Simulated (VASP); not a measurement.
Crystal: CuAu.

```
CELL_PARAMETERS angstrom
2.81075 0.00000 0.00000
0.00000 2.81075 0.00000
0.00000 0.00000 3.68500
ATOMIC_POSITIONS crystal
Cu 0.50000 0.50000 0.50000
Au 0.00000 0.00000 0.00000
```

| Property | Result |
| --- | --- |
| Program | VASP 6.6.1 |
| Task | relaxation of cell and atoms |
| Functional | LDA |
| Potentials or basis | VASP PAW LDA potentials, release 64 (Cu, Au) |
| Cutoff | 600 eV |
| k mesh | 11 × 11 × 9 |
| Occupations | fermi-dirac, width 0.1 eV |
| Spin | no spin polarisation |

At the start: pressure -8.5 GPa; volume 14.56 Å³/atom.

Where does the relaxation end?

Over 10 steps the energy falls by 20.3 meV/atom and the volume is 13.81 Å³/atom (-5.1 %); space group P4/mmm (No. 123, to 0.05 Å).

The path:
```tsv
step	energy change (eV)	largest force (eV/Å)	pressure (GPa)	volume (Å³)
1	0.0000	0.0000	-8.50	29.11
2	0.0290	0.0000	14.09	25.98
3	-0.0402	0.0000	-0.24	27.68
4	-0.0402	0.0000	0.00	27.65
5	-0.0402	0.0000	0.20	27.62
6	-0.0404	0.0000	-0.12	27.68
7	-0.0404	0.0000	-0.30	27.71
8	-0.0405	0.0000	-0.37	27.70
9	-0.0407	0.0000	-0.18	27.65
10	-0.0406	0.0000	0.01	27.63
```

Final structure:
```xyz
2
Lattice="2.7756 0.0000 0.0000 0.0000 2.7756 0.0000 0.0000 0.0000 3.5861" Properties=species:S:1:pos:R:3 pbc="T T T"
Cu    1.3878    1.3878    1.7931
Au    0.0000    0.0000    3.5861
```
